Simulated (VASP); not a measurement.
# Pt in VASP: a series of runs

The runs below take Pt through single point, with PBE.

Program: VASP 6.6.1. These are calculated values, not measurements. Logs are shortened: lines on timing, memory, paths and dates and some standing lists are left out, and cuts for length are marked.

### 1 The cell of the first run

The cell holds a slab with vacuum, 5 atoms: a = 2.808 Å, b = 2.808 Å, c = 23.942 Å, α = 90.00°, β = 90.00°, γ = 90.00°.

### 2 Single point, PBE

INCAR

```
SYSTEM = Pt
PREC = Accurate
ENCUT = 520
EDIFF = 1E-6
ISMEAR = -1
SIGMA = 0.08
LREAL = .FALSE.
LASPH = .TRUE.
NELM = 80
ALGO = Normal
ISIF = 2
LWAVE = .FALSE.
LCHARG = .TRUE.
LDIPOL = .TRUE.
IDIPOL = 3
DIPOL = 0.5 0.5 0.500
GGA = PE
LELF = .TRUE.
LVHAR = .TRUE.
LVACPOTAV = .TRUE.
NBANDS = 33
```

KPOINTS

```
Automatic mesh
0
G
  12 12 1
  0 0 0
```

POSCAR

```
Pt
1.0
    2.8080030018      0.0000000000      0.0000000000
    0.0000000000      2.8080030018      0.0000000000
    0.0000000000      0.0000000000     23.9422000000
Pt
5
Direct
    0.0000000000      0.0000000000      0.3341373840
    0.5000000000      0.5000000000      0.4170686918
    0.0000000000      0.0000000000      0.5000000000
    0.5000000000      0.5000000000      0.5829313082
    0.0000000000      0.0000000000      0.6658626160
```

Potentials or basis: VASP PAW PBE potentials, release 64 (Pt).

Started as:

```console
cat potpaw_PBE.64/Pt/POTCAR > POTCAR
mpirun -np 1 vasp_std > vasp.out
```

OUTCAR:

```text
SYSTEM = Pt
   PREC = Accurate
   ENCUT = 520
   EDIFF = 1E-6
   ISMEAR = -1
   LREAL = .FALSE.
   LASPH = .TRUE.
   NELM = 80
   ISIF = 2
   GGA = PE

 ion  position               nearest neighbor table
   1  0.000  0.000  0.334-   2 2.81   2 2.81   2 2.81   2 2.81
   2  0.500  0.500  0.417-   1 2.81   1 2.81   1 2.81   1 2.81   3 2.81   3 2.81   3 2.81   3 2.81

   3  0.000  0.000  0.500-   2 2.81   4 2.81   2 2.81   4 2.81   2 2.81   4 2.81   2 2.81   4 2.81

   4  0.500  0.500  0.583-   5 2.81   5 2.81   5 2.81   5 2.81   3 2.81   3 2.81   3 2.81   3 2.81

   5  0.000  0.000  0.666-   4 2.81   4 2.81   4 2.81   4 2.81

  LATTYP: Found a simple tetragonal cell.
 ALAT       =     2.8080030018
 C/A-ratio  =     8.5264153865

  Lattice vectors:

 A1 = (   2.8080030018,   0.0000000000,   0.0000000000)
 A2 = (   0.0000000000,   2.8080030018,   0.0000000000)
 A3 = (   0.0000000000,   0.0000000000,  23.9422000000)

Analysis of symmetry for initial positions (statically):
=====================================================================
 Subroutine PRICEL returns:
 Original cell was already a primitive cell.

 Routine SETGRP: Setting up the symmetry group for a
 simple tetragonal supercell.

 Subroutine GETGRP returns: Found 16 space group operations
 (whereof 16 operations were pure point group operations)
 out of a pool of 16 trial point group operations.

The static configuration has the point symmetry D_4h.

Analysis of symmetry for dynamics (positions and initial velocities):
=====================================================================
 Subroutine PRICEL returns:
 Original cell was already a primitive cell.

 Routine SETGRP: Setting up the symmetry group for a
 simple tetragonal supercell.

 Subroutine GETGRP returns: Found 16 space group operations
 (whereof 16 operations were pure point group operations)
 out of a pool of 16 trial point group operations.

The dynamic configuration has the point symmetry D_4h.

 Subroutine INISYM returns: Found 16 space group operations
 (whereof 16 operations are pure point group operations),
 and found     1 'primitive' translations

----------------------------------------------------------------------------------------

                                     Primitive cell

  volume of cell :     188.7814

  direct lattice vectors                    reciprocal lattice vectors
     2.808003002  0.000000000  0.000000000     0.356124975  0.000000000  0.000000000
     0.000000000  2.808003002  0.000000000     0.000000000  0.356124975  0.000000000
     0.000000000  0.000000000 23.942200000     0.000000000  0.000000000  0.041767256

  length of vectors
     2.808003002  2.808003002 23.942200000     0.356124975  0.356124975  0.041767256

  position of ions in fractional coordinates (direct lattice)
     0.000000000  0.000000000  0.334137384
     0.500000000  0.500000000  0.417068692
     0.000000000  0.000000000  0.500000000
     0.500000000  0.500000000  0.582931308
     0.000000000  0.000000000  0.665862616

  ion indices of the primitive-cell ions
   primitive index   ion index
                 1           1
                 2           2
                 3           3
                 4           4
                 5           5

----------------------------------------------------------------------------------------

 KPOINTS: Automatic mesh

Automatic generation of k-mesh.
 Grid dimensions read from file:
 generate k-points for:   12   12    1

 Generating k-lattice:

  Cartesian coordinates                     Fractional coordinates (reciprocal lattice)
     0.029677081  0.000000000  0.000000000     0.083333333  0.000000000  0.000000000
     0.000000000  0.029677081  0.000000000     0.000000000  0.083333333  0.000000000
     0.000000000  0.000000000  0.041767256     0.000000000  0.000000000  1.000000000

  Length of vectors
     0.029677081  0.029677081  0.041767256

  Shift w.r.t. Gamma in fractional coordinates (k-lattice)
     0.000000000  0.000000000  0.000000000

 Subroutine IBZKPT returns following result:
 ===========================================

 Found     28 irreducible k-points:

 Following reciprocal coordinates:
            Coordinates               Weight
  0.000000  0.000000  0.000000      1.000000
  0.083333  0.000000  0.000000      4.000000
  0.166667  0.000000  0.000000      4.000000
  0.250000  0.000000  0.000000      4.000000
  0.333333  0.000000  0.000000      4.000000
  0.416667  0.000000  0.000000      4.000000
[... 16 lines left out ...]
  0.333333  0.333333  0.000000      4.000000
  0.416667  0.333333  0.000000      8.000000
 [... further k-points ...]
   k-points           NKPTS =     28   k-points in BZ     NKDIM =     28   number of bands    NBANDS=     33
   number of dos      NEDOS =    301   number of ions     NIONS =      5
   total plane-waves  NPLWV = 103680
   dimension x,y,z NGX =    24 NGY =   24 NGZ =  180
   dimension x,y,z NGXF=    48 NGYF=   48 NGZF=  360
   ions per type =               5
   NGX,Y,Z   is equivalent  to a cutoff of  14.21, 14.21, 12.50 a.u.
   NGXF,Y,Z  is equivalent  to a cutoff of  28.42, 28.42, 25.00 a.u.
 SYSTEM =  Pt
   PREC   = accura    normal or accurate (medium, high low for compatibility)
   ISTART =      0    job   : 0-new  1-cont  2-samecut
   ICHARG =      2    charge: 1-file 2-atom 10-const
   ISPIN  =      1    spin polarized calculation?
   LNONCOLLINEAR =      F non collinear calculations
   LSORBIT =      F    spin-orbit coupling
   LASPH  =      T    aspherical Exc in radial PAW
   ENCUT  =  520.0 eV  38.22 Ry    6.18 a.u.   5.22  5.22 44.52*2*pi/ulx,y,z
   NELM   =     80;   NELMIN=  2; NELMDL= -5     # of ELM steps
   EDIFF  = 0.1E-05   stopping-criterion for ELM
   LREAL  =      F    real-space projection
   EDIFFG = 0.1E-04   stopping-criterion for IOM
   NSW    =      0    number of steps for IOM
   IBRION =     -1    ionic relax: 0-MD 1-quasi-New 2-CG
   NFREE  =      0    steps in history (QN), initial steepest desc. (CG)
   ISIF   =      2    stress and relaxation
   ISYM   =      2    0-nonsym 1-usesym 2-fastsym
   POTIM  = 0.5000    time-step for ionic-motion
   TEBEG  =    0.0;   TEEND  =   0.0 temperature during run
   PSTRESS=    0.0 pullay stress
   NELECT =      50.0000    total number of electrons
   NUPDOWN=      -1.0000    fix difference up-down
   EMIN   =  10.00;   EMAX   =-10.00  energy-range for DOS
   EFERMI =   0.00;   METHOD = LEGACY
   ISMEAR =    -1;   SIGMA  =   0.08  broadening in eV -4-tet -1-fermi 0-gaus
   EFERMI_NEDOS =   21; number of points for ismear=-14 and -15
   IALGO  =     38    algorithm
   IMIX   =      4    mixing-type and parameters
     AMIX     =   0.40;   BMIX     =  1.00
     AMIX_MAG =   1.60;   BMIX_MAG =  1.00
  volume/ion in A,a.u.               =      37.76       254.79
  Fermi-wavevector in a.u.,A,eV,Ry     =   1.051345  1.986753 15.038867  1.105326
  Thomas-Fermi vector in A             =   2.186384
   LORBIT       =      0    0 simple, 1 ext, 2 COOP (PROOUT), +10 PAW based schemes
   GGA     = PE    functional components
   LHFCALC =     F    Hartree Fock is set to
   AEXX    =    0.0000 exact exchange contribution
   IVDW    =     0    specifies the selected vdW correction
   LEPSILON=     F    determine dielectric tensor
   LRPA    =     F    only Hartree local field effects (RPA)
 non-spin polarized calculation
  energy-cutoff  :      520.00
  volume of cell :      188.78
 maximum number of plane-waves:      5128
 NGX is ok and might be reduce to    24
   NGX = 11   NGY = 11   NGZ = 89

 number of electron      50.0000001 magnetization

 dipolmoment           0.000000      0.000000     -0.000000 electrons x Angstroem

 Free energy of the ion-electron system (eV)
  ---------------------------------------------------
  ext. energy  EPLUGINS =         0.00000000
  ---------------------------------------------------
  free energy    TOTEN  =       -28.77611482 eV

  energy without entropy =      -28.58762771  energy(sigma->0) =      -28.68187127

 E-fermi :   1.0079     XC(G=0):  -6.2944

 val. band max:        1.0013177775   @ k =   0.4167   0.0000   0.0000
 cond. band min:       1.0197457672   @ k =   0.5000   0.2500   0.0000
 fundamental gap:      0.0184279897
 Fermi energy:         1.0079456142

 k-point     1 :       0.0000    0.0000    0.0000
  band No.  band energies     occupation
      1      -8.3067      2.00000
      2      -7.0094      2.00000
      3      -5.6994      2.00000
      4      -5.1460      2.00000
      5      -5.0162      2.00000
      6      -4.8722      2.00000
[... 25 lines left out ...]
     32       6.4589      0.00000
     33       6.8254      0.00000

 k-point     2 :       0.0833    0.0000    0.0000
  band No.  band energies     occupation
      1      -8.1346      2.00000
      2      -6.8586      2.00000
      3      -5.5671      2.00000
      4      -5.0216      2.00000
      5      -4.9033      2.00000
      6      -4.7399      2.00000
[... 25 lines left out ...]
     32       6.5892      0.00000
     33       6.9767      0.00000

 k-point     3 :       0.1667    0.0000    0.0000
  band No.  band energies     occupation
      1      -7.6455      2.00000
      2      -6.4651      2.00000
      3      -5.2949      2.00000
      4      -4.7590      2.00000
      5      -4.5223      2.00000
      6      -4.5139      2.00000
[... 25 lines left out ...]
     32       6.9699      0.00000
     33       7.4364      0.00000

 k-point     4 :       0.2500    0.0000    0.0000
  band No.  band energies     occupation
      1      -6.9277      2.00000
      2      -6.0136      2.00000
      3      -5.1308      2.00000
      4      -4.5019      2.00000
      5      -4.3916      2.00000
      6      -3.8976      2.00000
[... 25 lines left out ...]
     32       7.3116      0.00000
     33       7.8171      0.00000

 k-point     5 :       0.3333    0.0000    0.0000
  band No.  band energies     occupation
      1      -6.1612      2.00000
      2      -5.7273      2.00000
      3      -5.1205      2.00000
      4      -4.3790      2.00000
      5      -4.2239      2.00000
      6      -3.3533      2.00000
[... 604 lines left out ...]
 k-point    22 :       0.5000    0.2500    0.0000
  band No.  band energies     occupation
      1      -4.7752      2.00000
      2      -4.7096      2.00000
      3      -4.6179      2.00000
      4      -4.4947      2.00000
      5      -4.1755      2.00000
      6      -3.6527      2.00000
[... 25 lines left out ...]
     32       6.6616      0.00000
     33       7.5750      0.00000

 k-point    23 :       0.3333    0.3333    0.0000
  band No.  band energies     occupation
      1      -5.0319      2.00000
      2      -4.5261      2.00000
      3      -4.4008      2.00000
      4      -4.3726      2.00000
      5      -4.0519      2.00000
      6      -3.8528      2.00000
[... 25 lines left out ...]
     32       9.2048      0.00000
     33       9.3643      0.00000

 k-point    24 :       0.4167    0.3333    0.0000
  band No.  band energies     occupation
      1      -5.0081      2.00000
      2      -4.7964      2.00000
      3      -4.6218      2.00000
      4      -4.6056      2.00000
      5      -4.0768      2.00000
      6      -4.0157      2.00000
[... 25 lines left out ...]
     32       7.7727      0.00000
     33       8.7144      0.00000

 [... further k-points ...]

------------------------ aborting loop because EDIFF is reached ----------------------------------------

  FORCE on cell =-STRESS in cart. coord.  units (eV):
  Direction    XX          YY          ZZ          XY          YZ          ZX
  --------------------------------------------------------------------------------------
  -------------------------------------------------------------------------------------
  Total       -4.5613240     -4.5613240     -1.8549952      0.0000000     -0.0000000      0.0000000
  in kB      -38.7117060    -38.7117060    -15.7432421      0.0000000     -0.0000000      0.0000000
  external PRESSURE =     -31.0555514 kB  Pullay stress =       0.0000000 kB

 VOLUME and BASIS-vectors are now :
 -----------------------------------------------------------------------------
  energy-cutoff  :      520.00
  volume of cell :      188.78
      direct lattice vectors                 reciprocal lattice vectors
     2.808003002  0.000000000  0.000000000     0.356124975  0.000000000  0.000000000
     0.000000000  2.808003002  0.000000000     0.000000000  0.356124975  0.000000000
     0.000000000  0.000000000 23.942200000     0.000000000  0.000000000  0.041767256

 POSITION                                       TOTAL-FORCE (eV/Angst)
 -----------------------------------------------------------------------------------
      0.00000      0.00000      7.99998         0.000000     -0.000000      0.326498
      1.40400      1.40400      9.98554         0.000000     -0.000000     -0.201828
      0.00000      0.00000     11.97110         0.000000     -0.000000      0.000000
      1.40400      1.40400     13.95666         0.000000     -0.000000      0.201828
      0.00000      0.00000     15.94222         0.000000      0.000000     -0.326498
 -----------------------------------------------------------------------------------
    total drift:                                0.000000      0.000000     -0.000000

  FREE ENERGIE OF THE ION-ELECTRON SYSTEM (eV)
  ---------------------------------------------------
  free  energy   TOTEN  =       -28.7761148244 eV

  energy  without entropy=      -28.5876277114  energy(sigma->0) =      -28.68187127

 vacuum level on the upper side and lower side of the slab         6.689         6.689
```

Wall time 2.5 min (1 thread of Intel Xeon 6975P-C (Granite Rapids), shared host); peak memory 0.37 GiB.

Results:

| Item | Value |
| --- | --- |
| Free energy | -28.7761 eV |
| Largest force | 0.326 eV/Å |
| Band gap on the k mesh | zero (band 25 reaches 2.04 eV, above the bottom of band 26 at 0.54 eV) |

Forces in eV/Å, atoms in the order of the input:
```
Pt   0.000  0.000  0.326
Pt   0.000  0.000 -0.202
Pt   0.000  0.000  0.000
Pt   0.000  0.000  0.202
Pt   0.000  0.000 -0.326
```

Levels at points of the mesh, in eV from the Fermi level:
```tsv
k point	band 21	band 22	band 23	band 24	band 25	band 26	band 27	band 28	band 29	band 30
(0.00, 0.00, 0.00)	-1.40	-0.95	-0.48	-0.33	-0.33	0.03	0.12	0.30	0.30	0.77
(0.50, 0.00, 0.00)	-0.70	-0.30	-0.18	-0.13	0.04	0.51	1.33	1.64	1.79	1.83
(0.50, 0.50, 0.00)	0.40	0.48	0.48	1.03	1.03	3.01	3.01	5.26	5.26	7.22
```

Caveat: spin-orbit coupling is left out, which moves the levels of the heavy elements.

### 3 Single point, PBE

INCAR

```
  PREC = Accurate
  ENCUT = 520
  EDIFF = 1E-6
  ISMEAR = -1
  SIGMA = 0.08
  LREAL = False
  LASPH = True
  NELM = 60
  ALGO = Normal
  ISIF = 2
  LWAVE = False
  LCHARG = False
  LDIPOL = True
  IDIPOL = 3
  DIPOL = 0.5 0.5 0.500
  GGA = PE
  NBANDS = 33
```

KPOINTS

```
regular mesh
0
Gamma
  12 12 1
```

POSCAR

```
Pt
1.0
    2.8080030018      0.0000000000      0.0000000000
    0.0000000000      2.8080030018      0.0000000000
    0.0000000000      0.0000000000     23.9422000000
Pt
5
Direct
    0.0000000000      0.0000000000      0.3366330712
    0.5000000000      0.5000000000      0.4175861933
    0.0000000000      0.0000000000      0.5000000008
    0.5000000000      0.5000000000      0.5824138035
    0.0000000000      0.0000000000      0.6633669312
```

Potentials or basis: VASP PAW PBE potentials, release 64 (Pt).

Started as:

```console
cat potpaw_PBE.64/Pt/POTCAR > POTCAR
mpirun -np 1 vasp_std > vasp.out
```

It took 2.6 min on 1 thread of Intel Xeon 6975P-C (Granite Rapids), shared host; peak memory 0.37 GiB.

It converged, with:

| Item | Value |
| --- | --- |
| Free energy | -28.7946 eV |
| Largest force | 0.018 eV/Å |
| Band gap on the k mesh | zero (band 25 reaches 1.99 eV, above the bottom of band 26 at 0.56 eV) |

Forces on the atoms (eV/Å):
```
Pt   0.000  0.000  0.018
Pt   0.000  0.000  0.001
Pt   0.000  0.000  0.000
Pt   0.000  0.000 -0.001
Pt   0.000  0.000 -0.018
```

Levels at points of the mesh, in eV from the Fermi level:
| k point | band 23 | band 24 | band 25 | band 26 | band 27 | band 28 |
| --- | --- | --- | --- | --- | --- | --- |
| (0.00, 0.00, 0.00) | -0.56 | -0.35 | -0.35 | 0.00 | 0.10 | 0.31 |
| (0.50, 0.00, 0.00) | -0.20 | -0.11 | 0.07 | 0.45 | 1.31 | 1.59 |
| (0.50, 0.50, 0.00) | 0.42 | 0.96 | 0.96 | 2.95 | 2.95 | 5.24 |

Caveat: spin-orbit coupling is left out, which moves the levels of the heavy elements.
